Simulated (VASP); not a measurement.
# ScAl (Pm-3m) in VASP: notebook

Runs on ScAl. Level: r2SCAN. Tasks: single point.

Everything below comes from runs of VASP 6.6.1. Logs are shortened: lines on timing, memory, paths and dates and some standing lists are left out, and cuts for length are marked.

### Step 1. The cell of the first run

The structure is cubic, space group Pm-3m (No. 221). Conventional cell: a = 3.300 Å, b = 3.300 Å, c = 3.300 Å, α = 90.00°, β = 90.00°, γ = 90.00°. Sc (site symmetry m-3m) has 8 Al at 2.86 Å and 6 Sc at 3.30 Å within 3.8 Å. Within 3.8 Å of Al (site symmetry m-3m) lie 8 Sc at 2.86 Å and 6 Al at 3.30 Å.

### Step 2. Single point, r2SCAN (17.97 Å³/atom)

The input, POSCAR:

```
ScAl
1.0
    3.3003187940      0.0000000000      0.0000000000
    0.0000000000      3.3003187940      0.0000000000
    0.0000000000      0.0000000000      3.3003187940
Sc Al
1 1
Direct
    0.5000000000      0.5000000000      0.5000000000
    0.0000000000      0.0000000000      0.0000000000
```

The input, INCAR.step1:

```
PREC = Accurate
ENCUT = 520
ISMEAR = 0
SIGMA = 0.1
LREAL = False
LASPH = True
NELM = 100
NBANDS = 14
GGA = PE
ALGO = Normal
EDIFF = 1E-4
LWAVE = True
LCHARG = False
```

The input, INCAR.step2:

```
PREC = Accurate
ENCUT = 520
EDIFF = 1E-6
ISMEAR = 0
SIGMA = 0.1
LREAL = False
LASPH = True
NELM = 100
ALGO = Normal
ISIF = 2
LWAVE = False
LCHARG = True
METAGGA = R2SCAN
LMIXTAU = True
LELF = True
LVHAR = True
NBANDS = 14
ISTART = 1
```

The input, KPOINTS:

```
regular mesh
0
Gamma
  12 12 12
```

Potentials or basis: VASP PAW PBE potentials, release 64 (Sc_sv, Al).

Run with:

```sh
cat potpaw_PBE.64/Sc_sv/POTCAR potpaw_PBE.64/Al/POTCAR > POTCAR
cp INCAR.step1 INCAR
mpirun -np 1 vasp_std > vasp.out
cp INCAR.step2 INCAR
mpirun -np 1 vasp_std > vasp.out
```

OUTCAR:

```text
PREC = Accurate
   ENCUT = 520
   EDIFF = 1E-6
   ISMEAR = 0
   LREAL = False
   LASPH = True
   NELM = 100
   ISIF = 2
   METAGGA = R2SCAN
   ISTART = 1

 ion  position               nearest neighbor table
   1  0.500  0.500  0.500-   2 2.86   2 2.86   2 2.86   2 2.86   2 2.86   2 2.86   2 2.86   2 2.86

   2  0.000  0.000  0.000-   1 2.86   1 2.86   1 2.86   1 2.86   1 2.86   1 2.86   1 2.86   1 2.86

  LATTYP: Found a simple cubic cell.
 ALAT       =     3.3003187940

  Lattice vectors:

 A1 = (   3.3003187940,   0.0000000000,   0.0000000000)
 A2 = (   0.0000000000,   3.3003187940,   0.0000000000)
 A3 = (   0.0000000000,   0.0000000000,   3.3003187940)

Analysis of symmetry for initial positions (statically):
=====================================================================
 Subroutine PRICEL returns:
 Original cell was already a primitive cell.

 Routine SETGRP: Setting up the symmetry group for a
 simple cubic supercell.

 Subroutine GETGRP returns: Found 48 space group operations
 (whereof 48 operations were pure point group operations)
 out of a pool of 48 trial point group operations.

The static configuration has the point symmetry O_h .

Analysis of symmetry for dynamics (positions and initial velocities):
=====================================================================
 Subroutine PRICEL returns:
 Original cell was already a primitive cell.

 Routine SETGRP: Setting up the symmetry group for a
 simple cubic supercell.

 Subroutine GETGRP returns: Found 48 space group operations
 (whereof 48 operations were pure point group operations)
 out of a pool of 48 trial point group operations.

The dynamic configuration has the point symmetry O_h .

 Subroutine INISYM returns: Found 48 space group operations
 (whereof 48 operations are pure point group operations),
 and found     1 'primitive' translations

----------------------------------------------------------------------------------------

                                     Primitive cell

  volume of cell :      35.9474

  direct lattice vectors                    reciprocal lattice vectors
     3.300318794  0.000000000  0.000000000     0.303001032  0.000000000  0.000000000
     0.000000000  3.300318794  0.000000000     0.000000000  0.303001032  0.000000000
     0.000000000  0.000000000  3.300318794     0.000000000  0.000000000  0.303001032

  length of vectors
     3.300318794  3.300318794  3.300318794     0.303001032  0.303001032  0.303001032

  position of ions in fractional coordinates (direct lattice)
     0.500000000  0.500000000  0.500000000
     0.000000000  0.000000000  0.000000000

  ion indices of the primitive-cell ions
   primitive index   ion index
                 1           1
                 2           2

----------------------------------------------------------------------------------------

 KPOINTS: regular mesh

Automatic generation of k-mesh.
 Grid dimensions read from file:
 generate k-points for:   12   12   12

 Generating k-lattice:

  Cartesian coordinates                     Fractional coordinates (reciprocal lattice)
     0.025250086  0.000000000  0.000000000     0.083333333  0.000000000  0.000000000
     0.000000000  0.025250086  0.000000000     0.000000000  0.083333333  0.000000000
     0.000000000  0.000000000  0.025250086     0.000000000  0.000000000  0.083333333

  Length of vectors
     0.025250086  0.025250086  0.025250086

  Shift w.r.t. Gamma in fractional coordinates (k-lattice)
     0.000000000  0.000000000  0.000000000

 Subroutine IBZKPT returns following result:
 ===========================================

 Found     84 irreducible k-points:

 Following reciprocal coordinates:
            Coordinates               Weight
  0.000000  0.000000  0.000000      1.000000
  0.083333  0.000000  0.000000      6.000000
  0.166667  0.000000  0.000000      6.000000
  0.250000  0.000000  0.000000      6.000000
  0.333333  0.000000  0.000000      6.000000
  0.416667  0.000000  0.000000      6.000000
[... 16 lines left out ...]
  0.333333  0.333333  0.000000     12.000000
  0.416667  0.333333  0.000000     24.000000
 [... further k-points ...]
   k-points           NKPTS =     84   k-points in BZ     NKDIM =     84   number of bands    NBANDS=     14
   number of dos      NEDOS =    301   number of ions     NIONS =      2
   total plane-waves  NPLWV =  21952
   dimension x,y,z NGX =    28 NGY =   28 NGZ =   28
   dimension x,y,z NGXF=    56 NGYF=   56 NGZF=   56
   ions per type =               1   1
   NGX,Y,Z   is equivalent  to a cutoff of  14.10, 14.10, 14.10 a.u.
   NGXF,Y,Z  is equivalent  to a cutoff of  28.21, 28.21, 28.21 a.u.
 SYSTEM =  unknown system
   PREC   = accura    normal or accurate (medium, high low for compatibility)
   ISTART =      1    job   : 0-new  1-cont  2-samecut
   ICHARG =      0    charge: 1-file 2-atom 10-const
   ISPIN  =      1    spin polarized calculation?
   LNONCOLLINEAR =      F non collinear calculations
   LSORBIT =      F    spin-orbit coupling
   LASPH  =      T    aspherical Exc in radial PAW
   ENCUT  =  520.0 eV  38.22 Ry    6.18 a.u.   6.14  6.14  6.14*2*pi/ulx,y,z
   NELM   =    100;   NELMIN=  2; NELMDL=  0     # of ELM steps
   EDIFF  = 0.1E-05   stopping-criterion for ELM
   LREAL  =      F    real-space projection
   EDIFFG = 0.1E-04   stopping-criterion for IOM
   NSW    =      0    number of steps for IOM
   IBRION =     -1    ionic relax: 0-MD 1-quasi-New 2-CG
   NFREE  =      0    steps in history (QN), initial steepest desc. (CG)
   ISIF   =      2    stress and relaxation
   ISYM   =      2    0-nonsym 1-usesym 2-fastsym
   POTIM  = 0.5000    time-step for ionic-motion
   TEBEG  =    0.0;   TEEND  =   0.0 temperature during run
   PSTRESS=    0.0 pullay stress
   NELECT =      14.0000    total number of electrons
   NUPDOWN=      -1.0000    fix difference up-down
   EMIN   =  10.00;   EMAX   =-10.00  energy-range for DOS
   EFERMI =   0.00;   METHOD = LEGACY
   ISMEAR =     0;   SIGMA  =   0.10  broadening in eV -4-tet -1-fermi 0-gaus
   EFERMI_NEDOS =   21; number of points for ismear=-14 and -15
   IALGO  =     38    algorithm
   IMIX   =      4    mixing-type and parameters
     AMIX     =   0.40;   BMIX     =  1.00
     AMIX_MAG =   1.60;   BMIX_MAG =  1.00
  volume/ion in A,a.u.               =      17.97       121.29
  Fermi-wavevector in a.u.,A,eV,Ry     =   1.195533  2.259230 19.446800  1.429299
  Thomas-Fermi vector in A             =   2.331496
   LORBIT       =      0    0 simple, 1 ext, 2 COOP (PROOUT), +10 PAW based schemes
   METAGGA = R2SCAN    functional components
   LHFCALC =     F    Hartree Fock is set to
   AEXX    =    0.0000 exact exchange contribution
   IVDW    =     0    specifies the selected vdW correction
   LEPSILON=     F    determine dielectric tensor
   LRPA    =     F    only Hartree local field effects (RPA)
 non-spin polarized calculation
 Gauss-broadening in eV      SIGMA  =   0.10
  energy-cutoff  :      520.00
  volume of cell :       35.95
 maximum number of plane-waves:       992
 NGX is ok and might be reduce to    28
   NGX = 13   NGY = 13   NGZ = 13

 number of electron      14.0000003 magnetization

 Free energy of the ion-electron system (eV)
  ---------------------------------------------------
  ext. energy  EPLUGINS =         0.00000000
  ---------------------------------------------------
  free energy    TOTEN  =       -19.01836004 eV

  energy without entropy =      -19.01554874  energy(sigma->0) =      -19.01695439

 E-fermi :   6.6292     XC(G=0): -11.2996

 val. band max:        6.6174441746   @ k =   0.5000   0.4167   0.1667
 cond. band min:       6.6645905393   @ k =   0.5000   0.5000   0.5000
 fundamental gap:      0.0471463647
 Fermi energy:         6.6291768546

 k-point     1 :       0.0000    0.0000    0.0000
  band No.  band energies     occupation
      1     -44.7598      2.00000
      2     -22.3709      2.00000
      3     -22.3709      2.00000
      4     -22.3709      2.00000
      5      -2.6382      2.00000
      6       5.8261      2.00000
      7       5.8261      2.00000
      8       9.7993      0.00000
      9       9.7993      0.00000
     10       9.7993      0.00000
     11      10.8149      0.00000
     12      10.8149      0.00000
     13      10.8149      0.00000
     14      15.9052      0.00000

 k-point     2 :       0.0833    0.0000    0.0000
  band No.  band energies     occupation
      1     -44.7584      2.00000
      2     -22.3872      2.00000
      3     -22.3695      2.00000
      4     -22.3695      2.00000
      5      -2.5272      2.00000
      6       5.7123      2.00000
      7       5.8856      2.00000
      8       9.4108      0.00000
      9       9.4108      0.00000
     10       9.8164      0.00000
     11      10.5392      0.00000
     12      11.2731      0.00000
     13      11.2731      0.00000
     14      15.6971      0.00000

 k-point     3 :       0.1667    0.0000    0.0000
  band No.  band energies     occupation
      1     -44.7546      2.00000
      2     -22.4313      2.00000
      3     -22.3655      2.00000
      4     -22.3655      2.00000
      5      -2.1991      2.00000
      6       5.2876      2.00000
      7       6.0571      2.00000
      8       8.8245      0.00000
      9       8.8245      0.00000
     10       9.8638      0.00000
     11      10.1456      0.00000
     12      12.0757      0.00000
     13      12.0757      0.00000
     14      15.1369      0.00000
[... 324 lines left out ...]
 k-point    23 :       0.3333    0.3333    0.0000
  band No.  band energies     occupation
      1     -44.7294      2.00000
      2     -22.5280      2.00000
      3     -22.5210      2.00000
      4     -22.3387      2.00000
      5       0.3485      2.00000
      6       4.2200      2.00000
      7       4.7630      2.00000
      8       7.2560      0.00000
      9       8.3001      0.00000
     10       8.7372      0.00000
     11      10.7202      0.00000
     12      12.0625      0.00000
     13      13.8552      0.00000
     14      15.0037      0.00000

 k-point    24 :       0.4167    0.3333    0.0000
  band No.  band energies     occupation
      1     -44.7257      2.00000
      2     -22.5653      2.00000
      3     -22.5181      2.00000
      4     -22.3348      2.00000
      5       0.8990      2.00000
      6       3.6170      2.00000
      7       5.0211      2.00000
      8       6.9399      0.00001
      9       8.2298      0.00000
     10       8.7127      0.00000
     11      10.7897      0.00000
     12      12.3378      0.00000
     13      13.2878      0.00000
     14      14.9630      0.00000

 [... further k-points ...]

------------------------ aborting loop because EDIFF is reached ----------------------------------------

  FORCE on cell =-STRESS in cart. coord.  units (eV):
  Direction    XX          YY          ZZ          XY          YZ          ZX
  --------------------------------------------------------------------------------------
  -------------------------------------------------------------------------------------
  Total        1.3356117      1.3356117      1.3356117      0.0000000      0.0000000      0.0000000
  in kB       59.5282519     59.5282519     59.5282519      0.0000000      0.0000000      0.0000000
  external PRESSURE =      59.5282519 kB  Pullay stress =       0.0000000 kB

 VOLUME and BASIS-vectors are now :
 -----------------------------------------------------------------------------
  energy-cutoff  :      520.00
  volume of cell :       35.95
      direct lattice vectors                 reciprocal lattice vectors
     3.300318794  0.000000000  0.000000000     0.303001032  0.000000000  0.000000000
     0.000000000  3.300318794  0.000000000     0.000000000  0.303001032  0.000000000
     0.000000000  0.000000000  3.300318794     0.000000000  0.000000000  0.303001032

 POSITION                                       TOTAL-FORCE (eV/Angst)
 -----------------------------------------------------------------------------------
      1.65016      1.65016      1.65016         0.000000      0.000000      0.000000
      0.00000      0.00000      0.00000         0.000000      0.000000      0.000000
 -----------------------------------------------------------------------------------
    total drift:                                0.000000      0.000000      0.000000

  FREE ENERGIE OF THE ION-ELECTRON SYSTEM (eV)
  ---------------------------------------------------
  free  energy   TOTEN  =       -19.0183600419 eV

  energy  without entropy=      -19.0155487393  energy(sigma->0) =      -19.01695439
```

It took 54 s on 1 thread of Intel Xeon 6975P-C (Granite Rapids), shared host; peak memory 0.19 GiB.

What came out:

| Property | Result |
| --- | --- |
| Free energy | -19.0184 eV |
| Pressure | 6.0 GPa |
| Band gap on the k mesh | zero (bands 7 and 8 overlap by 1.29 eV) |

Caveat: the cell stands under pressure; the PAW data sets were made with another functional, which shifts forces and pressure a little.

### Step 3. Single point, r2SCAN (18.55 Å³/atom)

This run uses another cell than the first one, of 18.55 Å³/atom.

The input, POSCAR:

```
ScAl
1.0
    3.3350615450      0.0000000000      0.0000000000
    0.0000000000      3.3350615450      0.0000000000
    0.0000000000      0.0000000000      3.3350615450
Sc Al
1 1
Direct
    0.5000000000      0.5000000000      0.5000000000
    0.0000000000      0.0000000000      0.0000000000
```

The input, INCAR.step1:

```
PREC = Accurate
ENCUT = 520
ISMEAR = 0
SIGMA = 0.1
LREAL = F
LASPH = T
NELM = 60
NBANDS = 14
GGA = PE
ALGO = Normal
EDIFF = 1E-4
LWAVE = T
LCHARG = F
```

The input, INCAR.step2:

```
PREC = Accurate
ENCUT = 520
EDIFF = 1E-6
ISMEAR = 0
SIGMA = 0.1
LREAL = F
LASPH = T
NELM = 60
ALGO = Normal
ISIF = 2
LWAVE = F
LCHARG = F
METAGGA = R2SCAN
LMIXTAU = T
NBANDS = 14
ISTART = 1
```

The input, KPOINTS:

```
Automatic mesh
0
Gamma
  12 12 12
```

Potentials or basis: VASP PAW PBE potentials, release 64 (Sc_sv, Al).

Run with:

```sh
cat potpaw_PBE.64/Sc_sv/POTCAR potpaw_PBE.64/Al/POTCAR > POTCAR
cp INCAR.step1 INCAR
mpirun -np 1 vasp_std > vasp.out
cp INCAR.step2 INCAR
mpirun -np 1 vasp_std > vasp.out
```

Run time: 59 s. Hardware: 1 thread of Intel Xeon 6975P-C (Granite Rapids), shared host; peak memory 0.19 GiB.

The run converged. Its results:

```yaml
Free_energy: -19.0504 eV
Pressure: 2.9 GPa
Band_gap_on_the_k_mesh: zero (bands 7 and 8 overlap by 1.28 eV)
```

Levels at points of the mesh, in eV from the Fermi level:
| k point | band 4 | band 5 | band 6 | band 7 | band 8 | band 9 | band 10 | band 11 |
| --- | --- | --- | --- | --- | --- | --- | --- | --- |
| (0.00, 0.00, 0.00) | -29.10 | -9.15 | -0.75 | -0.75 | 3.07 | 3.07 | 3.07 | 4.03 |
| (0.50, 0.00, 0.00) | -29.08 | -6.11 | -4.98 | 0.34 | 0.93 | 0.93 | 3.32 | 4.22 |
| (0.50, 0.50, 0.00) | -29.07 | -5.02 | -2.14 | -2.14 | -0.87 | 1.75 | 1.75 | 4.08 |
| (0.50, 0.50, 0.50) | -29.25 | -2.82 | -2.82 | -2.82 | -0.13 | 3.02 | 3.02 | 3.02 |

Caveat: the PAW data sets were made with another functional, which shifts forces and pressure a little.

(Part 1 of 2 ends here.)
